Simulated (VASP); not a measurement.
# CO2 (P1) in VASP: notebook

The runs below take CO2 through single point, with LDA.

All numbers are computed with VASP 6.6.1; they aren't measurements. Logs are shortened: lines on timing, memory, paths and dates and some standing lists are left out, and cuts for length are marked.

## (1) The cell of the first run

The typed cell holds 6 atoms: a = 3.407 Å, b = 3.463 Å, c = 4.019 Å, α = 89.70°, β = 91.37°, γ = 89.12°.

## (2) Single point, LDA

Input file INCAR:

```
SYSTEM = CO2
PREC = Accurate
ENCUT = 520
EDIFF = 1E-7
ISMEAR = 1
SIGMA = 0.15
LREAL = .False.
LASPH = .True.
NELM = 100
ALGO = Normal
ISIF = 2
LWAVE = .False.
LCHARG = .False.
GGA = CA
NBANDS = 25
```

Input file KPOINTS:

```
regular mesh
0
Gamma
  4 4 4
  0 0 0
```

Input file POSCAR:

```
CO2
1.0
    3.4070930000      0.0262890000     -0.0410480000
    0.0262890000      3.4631090000      0.0090980000
   -0.0479150000      0.0106210000      4.0187950000
C O
2 4
Direct
   -0.0363688968      1.0247332343     -0.0163623408
    0.5275227456      0.5121934975      0.5179402824
    0.1995279586      0.2277753047      0.0019679839
    0.3129404123      0.7506519272      0.4646139320
    0.7695631307      0.7606655455      0.9886317894
    0.7301854884      0.2393138760      0.5532544895
```

Potentials or basis: VASP PAW LDA potentials, release 64 (C, O).

Command:

```
$ cat potpaw_LDA.64/C/POTCAR potpaw_LDA.64/O/POTCAR > POTCAR
$ mpirun -np 1 vasp_std > vasp.out
```

OUTCAR:

```text
SYSTEM = CO2
   PREC = Accurate
   ENCUT = 520
   EDIFF = 1E-7
   ISMEAR = 1
   LREAL = .False.
   LASPH = .True.
   NELM = 100
   ISIF = 2
   GGA = CA

 ion  position               nearest neighbor table
   1  0.964  0.025  0.984-   3 1.08   5 1.14
   2  0.528  0.512  0.518-   4 1.11   6 1.17
   3  0.200  0.228  0.002-   1 1.08
   4  0.313  0.751  0.465-   2 1.11
   5  0.770  0.761  0.989-   1 1.14
   6  0.730  0.239  0.553-   2 1.17

  LATTYP: Found a triclinic cell.
 ALAT       =     6.2933657817
 B/A-ratio  =     0.6386240371
 C/A-ratio  =     0.5502970669
 COS(alpha) =     0.0051788906
 COS(beta)  =     0.5618739736
 COS(gamma) =     0.6285088391

  Lattice vectors:

 A1 = (  -3.3854670000,  -3.5000190000,  -3.9868450000)
 A2 = (   0.0479150000,  -0.0106210000,  -4.0187950000)
 A3 = (  -0.0262890000,  -3.4631090000,  -0.0090980000)

Analysis of symmetry for initial positions (statically):
=====================================================================
 Subroutine PRICEL returns:
 Original cell was already a primitive cell.

 Routine SETGRP: Setting up the symmetry group for a
 triclinic supercell.

 Subroutine GETGRP returns: Found  1 space group operations
 (whereof  1 operations were pure point group operations)
 out of a pool of  2 trial point group operations.

The static configuration has the point symmetry C_1 .

Analysis of symmetry for dynamics (positions and initial velocities):
=====================================================================
 Subroutine PRICEL returns:
 Original cell was already a primitive cell.

 Routine SETGRP: Setting up the symmetry group for a
 triclinic supercell.

 Subroutine GETGRP returns: Found  1 space group operations
 (whereof  1 operations were pure point group operations)
 out of a pool of  2 trial point group operations.

The dynamic configuration has the point symmetry C_1 .

 Subroutine INISYM returns: Found  1 space group operations
 (whereof  1 operations are pure point group operations),
 and found     1 'primitive' translations

----------------------------------------------------------------------------------------

                                     Primitive cell

  volume of cell :      47.4084

  direct lattice vectors                    reciprocal lattice vectors
     3.407093000  0.026289000 -0.041048000     0.293564849 -0.002237707  0.003506008
     0.026289000  3.463109000  0.009098000    -0.002237708  0.288776938 -0.000789869
    -0.047915000  0.010621000  4.018795000     0.003003539 -0.000676607  0.248868405

  length of vectors
     3.407441674  3.463220731  4.019094662     0.293594312  0.288786688  0.248887448

  position of ions in fractional coordinates (direct lattice)
     0.963631103  0.024733234  0.983637659
     0.527522746  0.512193498  0.517940282
     0.199527959  0.227775305  0.001967984
     0.312940412  0.750651927  0.464613932
     0.769563131  0.760665545  0.988631789
     0.730185488  0.239313876  0.553254489

  ion indices of the primitive-cell ions
   primitive index   ion index
                 1           1
                 2           2
                 3           3
                 4           4
                 5           5
                 6           6

----------------------------------------------------------------------------------------

 KPOINTS: regular mesh

Automatic generation of k-mesh.
 Grid dimensions read from file:
 generate k-points for:    4    4    4

 Generating k-lattice:

  Cartesian coordinates                     Fractional coordinates (reciprocal lattice)
     0.073391212 -0.000559427  0.000876502     0.250000000 -0.000000000  0.000000000
    -0.000559427  0.072194235 -0.000197467     0.000000000  0.250000000  0.000000000
     0.000750885 -0.000169152  0.062217101     0.000000000  0.000000000  0.250000000

  Length of vectors
     0.073398578  0.072196672  0.062221862

  Shift w.r.t. Gamma in fractional coordinates (k-lattice)
     0.000000000  0.000000000  0.000000000

 Subroutine IBZKPT returns following result:
 ===========================================

 Found     36 irreducible k-points:

 Following reciprocal coordinates:
            Coordinates               Weight
  0.000000  0.000000  0.000000      1.000000
  0.250000  0.000000 -0.000000      2.000000
  0.500000  0.000000 -0.000000      1.000000
  0.000000  0.250000  0.000000      2.000000
  0.250000  0.250000  0.000000      2.000000
  0.500000  0.250000  0.000000      2.000000
[... 16 lines left out ...]
  0.000000 -0.250000  0.250000      2.000000
  0.250000 -0.250000  0.250000      2.000000
 [... further k-points ...]
   k-points           NKPTS =     36   k-points in BZ     NKDIM =     36   number of bands    NBANDS=     25
   number of dos      NEDOS =    301   number of ions     NIONS =      6
   total plane-waves  NPLWV =  23520
   dimension x,y,z NGX =    28 NGY =   28 NGZ =   30
   dimension x,y,z NGXF=    56 NGYF=   56 NGZF=   60
   ions per type =               2   4
   NGX,Y,Z   is equivalent  to a cutoff of  13.66, 13.44, 12.41 a.u.
   NGXF,Y,Z  is equivalent  to a cutoff of  27.32, 26.88, 24.82 a.u.
 SYSTEM =  CO2
   PREC   = accura    normal or accurate (medium, high low for compatibility)
   ISTART =      0    job   : 0-new  1-cont  2-samecut
   ICHARG =      2    charge: 1-file 2-atom 10-const
   ISPIN  =      1    spin polarized calculation?
   LNONCOLLINEAR =      F non collinear calculations
   LSORBIT =      F    spin-orbit coupling
   LASPH  =      T    aspherical Exc in radial PAW
   ENCUT  =  520.0 eV  38.22 Ry    6.18 a.u.   6.34  6.44  7.47*2*pi/ulx,y,z
   NELM   =    100;   NELMIN=  2; NELMDL= -5     # of ELM steps
   EDIFF  = 0.1E-06   stopping-criterion for ELM
   LREAL  =      F    real-space projection
   EDIFFG = 0.1E-05   stopping-criterion for IOM
   NSW    =      0    number of steps for IOM
   IBRION =     -1    ionic relax: 0-MD 1-quasi-New 2-CG
   NFREE  =      0    steps in history (QN), initial steepest desc. (CG)
   ISIF   =      2    stress and relaxation
   ISYM   =      2    0-nonsym 1-usesym 2-fastsym
   POTIM  = 0.5000    time-step for ionic-motion
   TEBEG  =    0.0;   TEEND  =   0.0 temperature during run
   PSTRESS=    0.0 pullay stress
   NELECT =      32.0000    total number of electrons
   NUPDOWN=      -1.0000    fix difference up-down
   EMIN   =  10.00;   EMAX   =-10.00  energy-range for DOS
   EFERMI =   0.00;   METHOD = LEGACY
   ISMEAR =     1;   SIGMA  =   0.15  broadening in eV -4-tet -1-fermi 0-gaus
   EFERMI_NEDOS =   21; number of points for ismear=-14 and -15
   IALGO  =     38    algorithm
   IMIX   =      4    mixing-type and parameters
     AMIX     =   0.40;   BMIX     =  1.00
     AMIX_MAG =   1.60;   BMIX_MAG =  1.00
  volume/ion in A,a.u.               =       7.90        53.32
  Fermi-wavevector in a.u.,A,eV,Ry     =   1.436062  2.713764 28.058940  2.062274
  Thomas-Fermi vector in A             =   2.555292
   LORBIT       =      0    0 simple, 1 ext, 2 COOP (PROOUT), +10 PAW based schemes
   GGA     = CA    functional components
   LHFCALC =     F    Hartree Fock is set to
   AEXX    =    0.0000 exact exchange contribution
   IVDW    =     0    specifies the selected vdW correction
   LEPSILON=     F    determine dielectric tensor
   LRPA    =     F    only Hartree local field effects (RPA)
 non-spin polarized calculation
 Methfessel and Paxton  Order N= 1 SIGMA  =   0.15
  energy-cutoff  :      520.00
  volume of cell :       47.41
 maximum number of plane-waves:      1289
 NGX is ok and might be reduce to    28
   NGX = 13   NGY = 13   NGZ = 15

 number of electron      31.9999994 magnetization

 Free energy of the ion-electron system (eV)
  ---------------------------------------------------
  ext. energy  EPLUGINS =         0.00000000
  ---------------------------------------------------
  free energy    TOTEN  =       -47.33377340 eV

  energy without entropy =      -47.33462126  energy(sigma->0) =      -47.33405602

 E-fermi :   2.2756     XC(G=0): -11.7693

 val. band max:        2.1614710925   @ k =   0.5000   0.5000   0.0000
 cond. band min:       7.7396564986   @ k =   0.0000   0.0000   0.0000
 fundamental gap:      5.5781854062
 Fermi energy:         2.2755655461

 k-point     1 :       0.0000    0.0000    0.0000
  band No.  band energies     occupation
      1     -21.4268      2.00000
      2     -19.9712      2.00000
      3     -18.8317      2.00000
      4     -18.6065      2.00000
      5      -6.5305      2.00000
      6      -5.6005      2.00000
[... 17 lines left out ...]
     24      19.4161      0.00000
     25      19.5478      0.00000

 k-point     2 :       0.2500    0.0000   -0.0000
  band No.  band energies     occupation
      1     -21.1757      2.00000
      2     -20.0745      2.00000
      3     -18.9721      2.00000
      4     -18.5898      2.00000
      5      -6.1695      2.00000
      6      -5.3150      2.00000
[... 17 lines left out ...]
     24      19.0738      0.00000
     25      19.4920      0.00000

 k-point     3 :       0.5000    0.0000   -0.0000
  band No.  band energies     occupation
      1     -20.6997      2.00000
      2     -20.4203      2.00000
      3     -19.0962      2.00000
      4     -18.5727      2.00000
      5      -5.7528      2.00000
      6      -5.2131      2.00000
[... 552 lines left out ...]
 k-point    23 :       0.0000   -0.2500    0.2500
  band No.  band energies     occupation
      1     -20.9961      2.00000
      2     -20.1697      2.00000
      3     -18.9749      2.00000
      4     -18.7541      2.00000
      5      -6.5102      2.00000
      6      -5.5649      2.00000
[... 17 lines left out ...]
     24      19.0884      0.00000
     25      19.8515      0.00000

 k-point    24 :       0.2500   -0.2500    0.2500
  band No.  band energies     occupation
      1     -20.7669      2.00000
      2     -20.1988      2.00000
      3     -19.0965      2.00000
      4     -18.7660      2.00000
      5      -6.3280      2.00000
      6      -5.8647      2.00000
[... 17 lines left out ...]
     24      18.5596      0.00000
     25      19.3168      0.00000

 [... further k-points ...]

------------------------ aborting loop because EDIFF is reached ----------------------------------------

  FORCE on cell =-STRESS in cart. coord.  units (eV):
  Direction    XX          YY          ZZ          XY          YZ          ZX
  --------------------------------------------------------------------------------------
  -------------------------------------------------------------------------------------
  Total       18.8327257     20.7428182      8.0599564      5.1868077     -0.8239572      2.4714183
  in kB      636.4566344    701.0086834    272.3882249    175.2894520    -27.8458388     83.5221953
  external PRESSURE =     536.6178475 kB  Pullay stress =       0.0000000 kB

 VOLUME and BASIS-vectors are now :
 -----------------------------------------------------------------------------
  energy-cutoff  :      520.00
  volume of cell :       47.41
      direct lattice vectors                 reciprocal lattice vectors
     3.407093000  0.026289000 -0.041048000     0.293564849 -0.002237707  0.003506008
     0.026289000  3.463109000  0.009098000    -0.002237708  0.288776938 -0.000789869
    -0.047915000  0.010621000  4.018795000     0.003003539 -0.000676607  0.248868405

 POSITION                                       TOTAL-FORCE (eV/Angst)
 -----------------------------------------------------------------------------------
      3.23670      0.12143      3.91371        -5.207426     -5.724948     -0.248604
      1.78597      1.79315      2.06450         3.091798     -4.446716      0.665115
      0.68570      0.79408      0.00179         8.878722      8.159325      0.989372
      1.06369      2.61275      1.86117        -4.350151      3.567840     -0.495548
      2.59460      2.66500      3.94844        -2.813300     -2.629784      0.461132
      2.46759      0.85384      2.19562         0.400357      1.074283     -1.371467
 -----------------------------------------------------------------------------------
    total drift:                                0.000566     -0.000028      0.000619

  FREE ENERGIE OF THE ION-ELECTRON SYSTEM (eV)
  ---------------------------------------------------
  free  energy   TOTEN  =       -47.3337734039 eV

  energy  without entropy=      -47.3346212612  energy(sigma->0) =      -47.33405602
```

Wall time 20 s (1 thread of Intel Xeon Platinum 8488C (Sapphire Rapids), shared host); peak memory 0.15 GiB.

Results:

```yaml
Free_energy: -47.3338 eV
Pressure: 53.7 GPa
Largest_force: 12.099 eV/Å
Band_gap_on_the_k_mesh: 5.58 eV, indirect (least direct gap 6.28 eV)
```

Forces in eV/Å, atoms in the order of the input:
```
C   -5.207 -5.725 -0.249
C    3.092 -4.447  0.665
O    8.879  8.159  0.989
O   -4.350  3.568 -0.496
O   -2.813 -2.630  0.461
O    0.400  1.074 -1.371
```

Stress tensor (GPa, compression positive):
```
63.65 17.53  8.35
17.53 70.10 -2.78
 8.35 -2.78 27.24
```

Caveat: the k points lie up to 0.46 Å⁻¹ apart; forces of over 1 eV/Å act on the atoms, so gaps and moduli don't describe the material at rest.

## (3) Single point, LDA

Input file INCAR:

```
ALGO = Normal
EDIFF = 1E-6
ENCUT = 520
ISIF = 2
ISMEAR = 1
LASPH = True
LCHARG = False
LREAL = False
LWAVE = False
NBANDS = 25
NELM = 60
PREC = Accurate
SIGMA = 0.15
```

Input file KPOINTS:

```
k-points
0
Gamma
  4 4 4
```

Input file POSCAR:

```
CO2
1.0
    3.4070930000      0.0262890000     -0.0410480000
    0.0262890000      3.4631090000      0.0090980000
   -0.0479150000      0.0106210000      4.0187950000
C O
2 4
Direct
   -0.0195841803      0.9867785724     -0.0051696100
    0.5278468410      0.4901624617      0.5049808609
    0.2043300356      0.2396074896      0.0096519953
    0.2869945867      0.7616752489      0.4595414378
    0.7412300930      0.7777670699      0.9966728554
    0.7668183828      0.2443902430      0.5439281920
```

Potentials or basis: VASP PAW LDA potentials, release 64 (C, O).

Command:

```
$ cat potpaw_LDA.64/C/POTCAR potpaw_LDA.64/O/POTCAR > POTCAR
$ mpirun -np 1 vasp_std > vasp.out
```

Run time: 19 s. Hardware: 1 thread of Intel Xeon Platinum 8488C (Sapphire Rapids), shared host; peak memory 0.15 GiB.

The run converged. Its results:

```
Free energy            : -47.5297 eV
Pressure               : 26.0 GPa
Largest force          : 8.510 eV/Å
Band gap on the k mesh : 4.48 eV, indirect (least direct gap 5.25 eV)
```

Forces in eV/Å, atoms in the order of the input:
```
C    5.920  6.097  0.445
C   -3.005  3.452 -0.656
O    0.352 -0.430 -0.152
O    3.964 -5.600  1.794
O   -5.287 -5.754  0.020
O   -1.944  2.235 -1.452
```

Stress tensor (GPa, compression positive):
```
27.62 30.06 -0.35
30.06 21.39  1.06
-0.35  1.06 29.02
```

Levels at points of the mesh, in eV from the valence-band top:
```tsv
k point	band 14	band 15	band 16	band 17	band 18	band 19
(0.00, 0.00, 0.00)	-2.28	-1.92	-1.66	4.48	4.55	5.87
(0.50, 0.00, 0.00)	-2.24	-1.92	-0.81	5.94	6.27	7.05
(0.00, 0.50, 0.00)	-1.92	-1.45	-1.19	5.73	6.11	6.91
(0.50, 0.50, 0.00)	-2.40	-0.20	0.00	6.37	6.85	7.59
(0.00, 0.00, 0.50)	-3.42	-1.57	-1.40	5.13	5.67	6.85
(0.50, 0.00, 0.50)	-2.71	-1.29	-0.92	5.68	6.32	7.26
(0.00, 0.50, 0.50)	-2.93	-1.29	-0.88	5.45	6.14	7.45
(0.50, 0.50, 0.50)	-1.35	-0.21	-0.09	5.16	5.78	6.84
```

Caveat: the k points lie up to 0.46 Å⁻¹ apart; forces of over 1 eV/Å act on the atoms, so gaps and moduli don't describe the material at rest.
